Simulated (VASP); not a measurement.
# Sb (Fd-3m) in VASP: a series of runs, part 2 of 2

VASP 6.6.1. The steps go on from the part before.

### 5 Single point, r2SCAN

This run uses another cell than the first one, of 41.81 Å³/atom, 1.033 times its volume.

The input, POSCAR:

```
Sb
1.0
    0.0000000000      3.4708974743      3.4708974743
    3.4708974743      0.0000000000      3.4708974743
    3.4708974743      3.4708974743      0.0000000000
Sb
2
Direct
    0.0000000000      0.0000000000      0.0000000000
    0.2500000000      0.2500000000      0.2500000000
```

The input, INCAR.step1:

```
PREC = Accurate
ENCUT = 520
ISMEAR = 0
SIGMA = 0.1
LREAL = F
LASPH = T
NELM = 100
NBANDS = 12
GGA = PE
ALGO = Normal
EDIFF = 1E-4
LWAVE = T
LCHARG = F
```

The input, INCAR.step2:

```
PREC = Accurate
ENCUT = 520
EDIFF = 1E-6
ISMEAR = 0
SIGMA = 0.1
LREAL = F
LASPH = T
NELM = 100
ALGO = Normal
ISIF = 2
LWAVE = F
LCHARG = F
METAGGA = R2SCAN
LMIXTAU = T
NBANDS = 12
ISTART = 1
```

The input, KPOINTS:

```
regular mesh
0
Gamma
  14 14 14
```

Potentials or basis: VASP PAW PBE potentials, release 64 (Sb).

Launch:

```sh
$ cat potpaw_PBE.64/Sb/POTCAR > POTCAR
$ cp INCAR.step1 INCAR
$ mpirun -np 1 vasp_std > vasp.out
$ cp INCAR.step2 INCAR
$ mpirun -np 1 vasp_std > vasp.out
```

OUTCAR:

```text
PREC = Accurate
   ENCUT = 520
   EDIFF = 1E-6
   ISMEAR = 0
   LREAL = F
   LASPH = T
   NELM = 100
   ISIF = 2
   METAGGA = R2SCAN
   ISTART = 1

 ion  position               nearest neighbor table
   1  0.000  0.000  0.000-   2 3.01   2 3.01   2 3.01   2 3.01
   2  0.250  0.250  0.250-   1 3.01   1 3.01   1 3.01   1 3.01

  LATTYP: Found a face centered cubic cell.
 ALAT       =     6.9417949486

  Lattice vectors:

 A1 = (   0.0000000000,   3.4708974743,   3.4708974743)
 A2 = (   3.4708974743,   0.0000000000,   3.4708974743)
 A3 = (   3.4708974743,   3.4708974743,   0.0000000000)

Analysis of symmetry for initial positions (statically):
=====================================================================
 Subroutine PRICEL returns:
 Original cell was already a primitive cell.

 Routine SETGRP: Setting up the symmetry group for a
 face centered cubic supercell.

 Subroutine GETGRP returns: Found 48 space group operations
 (whereof 24 operations were pure point group operations)
 out of a pool of 48 trial point group operations.

The static configuration has the point symmetry T_d .
 The point group associated with its full space group is O_h .

Analysis of symmetry for dynamics (positions and initial velocities):
=====================================================================
 Subroutine PRICEL returns:
 Original cell was already a primitive cell.

 Routine SETGRP: Setting up the symmetry group for a
 face centered cubic supercell.

 Subroutine GETGRP returns: Found 48 space group operations
 (whereof 24 operations were pure point group operations)
 out of a pool of 48 trial point group operations.

The dynamic configuration has the point symmetry T_d .
 The point group associated with its full space group is O_h .

 Subroutine INISYM returns: Found 48 space group operations
 (whereof 24 operations are pure point group operations),
 and found     1 'primitive' translations

----------------------------------------------------------------------------------------

                                     Primitive cell

  volume of cell :      83.6287

  direct lattice vectors                    reciprocal lattice vectors
     0.000000000  3.470897474  3.470897474    -0.144054961  0.144054961  0.144054961
     3.470897474  0.000000000  3.470897474     0.144054961 -0.144054961  0.144054961
     3.470897474  3.470897474  0.000000000     0.144054961  0.144054961 -0.144054961

  length of vectors
     4.908590282  4.908590282  4.908590282     0.249510511  0.249510511  0.249510511

  position of ions in fractional coordinates (direct lattice)
     0.000000000  0.000000000  0.000000000
     0.250000000  0.250000000  0.250000000

  ion indices of the primitive-cell ions
   primitive index   ion index
                 1           1
                 2           2

----------------------------------------------------------------------------------------

 KPOINTS: regular mesh

Automatic generation of k-mesh.
 Grid dimensions read from file:
 generate k-points for:   14   14   14

 Generating k-lattice:

  Cartesian coordinates                     Fractional coordinates (reciprocal lattice)
[... 42 lines left out ...]
   k-points           NKPTS =    104   k-points in BZ     NKDIM =    104   number of bands    NBANDS=     12
   number of dos      NEDOS =    301   number of ions     NIONS =      2
   total plane-waves  NPLWV =  64000
   dimension x,y,z NGX =    40 NGY =   40 NGZ =   40
   dimension x,y,z NGXF=    80 NGYF=   80 NGZF=   80
   ions per type =               2
   NGX,Y,Z   is equivalent  to a cutoff of  13.55, 13.55, 13.55 a.u.
   NGXF,Y,Z  is equivalent  to a cutoff of  27.09, 27.09, 27.09 a.u.
 SYSTEM =  unknown system
   PREC   = accura    normal or accurate (medium, high low for compatibility)
   ISTART =      1    job   : 0-new  1-cont  2-samecut
   ICHARG =      0    charge: 1-file 2-atom 10-const
   ISPIN  =      1    spin polarized calculation?
   LNONCOLLINEAR =      F non collinear calculations
   LSORBIT =      F    spin-orbit coupling
   LASPH  =      T    aspherical Exc in radial PAW
   ENCUT  =  520.0 eV  38.22 Ry    6.18 a.u.   9.13  9.13  9.13*2*pi/ulx,y,z
   NELM   =    100;   NELMIN=  2; NELMDL=  0     # of ELM steps
   EDIFF  = 0.1E-05   stopping-criterion for ELM
   LREAL  =      F    real-space projection
   EDIFFG = 0.1E-04   stopping-criterion for IOM
   NSW    =      0    number of steps for IOM
   IBRION =     -1    ionic relax: 0-MD 1-quasi-New 2-CG
   NFREE  =      0    steps in history (QN), initial steepest desc. (CG)
   ISIF   =      2    stress and relaxation
   ISYM   =      2    0-nonsym 1-usesym 2-fastsym
   POTIM  = 0.5000    time-step for ionic-motion
   TEBEG  =    0.0;   TEEND  =   0.0 temperature during run
   PSTRESS=    0.0 pullay stress
   NELECT =      10.0000    total number of electrons
   NUPDOWN=      -1.0000    fix difference up-down
   EMIN   =  10.00;   EMAX   =-10.00  energy-range for DOS
   EFERMI =   0.00;   METHOD = LEGACY
   ISMEAR =     0;   SIGMA  =   0.10  broadening in eV -4-tet -1-fermi 0-gaus
   EFERMI_NEDOS =   21; number of points for ismear=-14 and -15
   IALGO  =     38    algorithm
   IMIX   =      4    mixing-type and parameters
     AMIX     =   0.40;   BMIX     =  1.00
     AMIX_MAG =   1.60;   BMIX_MAG =  1.00
  volume/ion in A,a.u.               =      41.81       282.18
  Fermi-wavevector in a.u.,A,eV,Ry     =   0.806535  1.524130  8.850565  0.650498
  Thomas-Fermi vector in A             =   1.914985
   LORBIT       =      0    0 simple, 1 ext, 2 COOP (PROOUT), +10 PAW based schemes
   METAGGA = R2SCAN    functional components
   LHFCALC =     F    Hartree Fock is set to
   AEXX    =    0.0000 exact exchange contribution
   IVDW    =     0    specifies the selected vdW correction
   LEPSILON=     F    determine dielectric tensor
   LRPA    =     F    only Hartree local field effects (RPA)
 non-spin polarized calculation
 Gauss-broadening in eV      SIGMA  =   0.10
  energy-cutoff  :      520.00
  volume of cell :       83.63
 maximum number of plane-waves:      2272
 NGX is ok and might be reduce to    40
   NGX = 19   NGY = 19   NGZ = 19

 number of electron       9.9999999 magnetization

 Free energy of the ion-electron system (eV)
  ---------------------------------------------------
  ext. energy  EPLUGINS =         0.00000000
  ---------------------------------------------------
  free energy    TOTEN  =       -50.64249464 eV

  energy without entropy =      -50.63825612  energy(sigma->0) =      -50.64037538

 E-fermi :   4.0228     XC(G=0):  -8.3714

 val. band max:        4.0051107261   @ k =  -0.4286   0.3571   0.1429
 cond. band min:       4.0849977498   @ k =   0.2857   0.2143   0.0714
 fundamental gap:      0.0798870237
 Fermi energy:         4.0227733665

 k-point     1 :       0.0000    0.0000    0.0000
  band No.  band energies     occupation
      1      -8.1485      2.00000
      2      -1.3462      2.00000
      3       2.0076      2.00000
      4       2.0076      2.00000
      5       2.0076      2.00000
      6       4.4743      0.00000
      7       4.4743      0.00000
      8       4.4743      0.00000
      9       8.2493      0.00000
     10      10.6519      0.00000
     11      10.6519      0.00000
     12      11.9250      0.00000
[... 331 lines left out ...]
 k-point    24 :       0.2857    0.1429    0.0000
  band No.  band energies     occupation
      1      -7.6097      2.00000
      2      -3.1514      2.00000
      3       0.9923      2.00000
      4       1.1255      2.00000
      5       3.0117      2.00000
      6       4.3479      0.00000
      7       5.8967      0.00000
      8       6.1377      0.00000
      9       9.0709      0.00000
     10      10.0981      0.00000
     11      10.8799      0.00000
     12      12.1273      0.00000

 [... further k-points ...]

------------------------ aborting loop because EDIFF is reached ----------------------------------------

  FORCE on cell =-STRESS in cart. coord.  units (eV):
  Direction    XX          YY          ZZ          XY          YZ          ZX
  --------------------------------------------------------------------------------------
  -------------------------------------------------------------------------------------
  Total        0.0183716      0.0183716      0.0183716      0.0000000      0.0000000      0.0000000
  in kB        0.3519673      0.3519673      0.3519673      0.0000000      0.0000000      0.0000000
  external PRESSURE =       0.3519673 kB  Pullay stress =       0.0000000 kB

 VOLUME and BASIS-vectors are now :
 -----------------------------------------------------------------------------
  energy-cutoff  :      520.00
  volume of cell :       83.63
      direct lattice vectors                 reciprocal lattice vectors
     0.000000000  3.470897474  3.470897474    -0.144054961  0.144054961  0.144054961
     3.470897474  0.000000000  3.470897474     0.144054961 -0.144054961  0.144054961
     3.470897474  3.470897474  0.000000000     0.144054961  0.144054961 -0.144054961

 POSITION                                       TOTAL-FORCE (eV/Angst)
 -----------------------------------------------------------------------------------
      0.00000      0.00000      0.00000         0.000000      0.000000      0.000000
      1.73545      1.73545      1.73545        -0.000000     -0.000000     -0.000000
 -----------------------------------------------------------------------------------
    total drift:                               -0.000000      0.000000      0.000000

  FREE ENERGIE OF THE ION-ELECTRON SYSTEM (eV)
  ---------------------------------------------------
  free  energy   TOTEN  =       -50.6424946375 eV

  energy  without entropy=      -50.6382561195  energy(sigma->0) =      -50.64037538
```

OUTCAR.step1:

```text
PREC = Accurate
   ENCUT = 520
   ISMEAR = 0
   LREAL = F
   LASPH = T
[... 585 lines left out ...]
 -----------------------------------------------------------------------------------
      0.00000      0.00000      0.00000         0.000000     -0.000000      0.000000
      1.73545      1.73545      1.73545        -0.000000      0.000000      0.000000
 -----------------------------------------------------------------------------------
    total drift:                               -0.000000      0.000000      0.000000

  FREE ENERGIE OF THE ION-ELECTRON SYSTEM (eV)
  ---------------------------------------------------
  free  energy   TOTEN  =        -7.6640270457 eV

  energy  without entropy=       -7.6597985209  energy(sigma->0) =       -7.66191278
```

OSZICAR.step1:

```text
N       E                     dE             d eps       ncg     rms          rms(c)
DAV:   1     0.284385409991E+02    0.28439E+02   -0.32046E+03  2496   0.605E+02
DAV:   2    -0.582797937647E+01   -0.34267E+02   -0.33178E+02  3204   0.987E+01
DAV:   3    -0.766277922185E+01   -0.18348E+01   -0.18147E+01  3192   0.236E+01
DAV:   4    -0.768575467576E+01   -0.22975E-01   -0.22973E-01  2760   0.322E+00
DAV:   5    -0.768619563528E+01   -0.44096E-03   -0.44096E-03  3064   0.491E-01    0.257E+00
DAV:   6    -0.767179135351E+01    0.14404E-01   -0.72438E-03  2716   0.441E-01    0.154E+00
DAV:   7    -0.766371038439E+01    0.80810E-02   -0.17208E-02  2680   0.666E-01    0.635E-02
DAV:   8    -0.766398432009E+01   -0.27394E-03   -0.70812E-04  2640   0.155E-01    0.179E-02
DAV:   9    -0.766402704568E+01   -0.42726E-04   -0.42197E-05  2104   0.394E-02
   1 F= -.76640270E+01 E0= -.76619128E+01  d E =-.422852E-02
```

It took 3.1 min on 1 thread of Intel Xeon 6975P-C (Granite Rapids), shared host; peak memory 0.31 GiB.

What came out:

```yaml
Free_energy: -50.6425 eV
Pressure: 0.0 GPa
Band_gap_on_the_k_mesh: zero (band 5 reaches 4.75 eV, above the bottom of band 6 at 3.52 eV)
```

Levels at points of the mesh, in eV from the Fermi level:
| k point | band 1 | band 2 | band 3 | band 4 | band 5 | band 6 | band 7 | band 8 | band 9 | band 10 |
| --- | --- | --- | --- | --- | --- | --- | --- | --- | --- | --- |
| (0.00, 0.00, 0.00) | -12.17 | -5.37 | -2.02 | -2.02 | -2.02 | 0.45 | 0.45 | 0.45 | 4.23 | 6.63 |
| (0.50, 0.00, 0.00) | -11.02 | -8.46 | -2.84 | -2.84 | -2.33 | 1.58 | 1.58 | 4.24 | 5.94 | 6.57 |
| (0.50, 0.50, 0.00) | -9.82 | -9.82 | -3.74 | -3.74 | -0.50 | -0.50 | 4.40 | 4.40 | 6.50 | 6.50 |

Caveat: the PAW data sets were made with another functional, which shifts forces and pressure a little; spin-orbit coupling is left out, which moves the levels of the heavy elements.

### 6 Summary

```csv
task,cell,k mesh,cutoff (eV),gap on the mesh (eV),pressure (GPa)
single point,"a = 4.856 Å, angles 60.0°, 2 atoms",4 × 4 × 4,520,none,0.4
single point,"a = 4.589 Å, angles 60.0°, 2 atoms",6 × 6 × 6,520,none,11.3
relaxation of cell and atoms,"relaxed from a = 4.589 Å, angles 60.0°, 2 atoms",4 × 4 × 4,600,none,0.0
single point,"a = 4.909 Å, angles 60.0°, 2 atoms",14 × 14 × 14,520,none,0.0
```

Alike in all rows: level r2SCAN; potentials or basis VASP PAW PBE potentials, release 64 (Sb); no spin polarisation; smearing gaussian 0.1 eV.

Caveats: some runs use coarse meshes; the PAW data sets were made with another functional, which shifts forces and pressure a little; spin-orbit coupling is left out, which moves the levels of the heavy elements; the volume moved by over 15 % at a fixed basis, so the end points are rough (some runs).

Absolute energies hang on the potentials; compare differences alone.
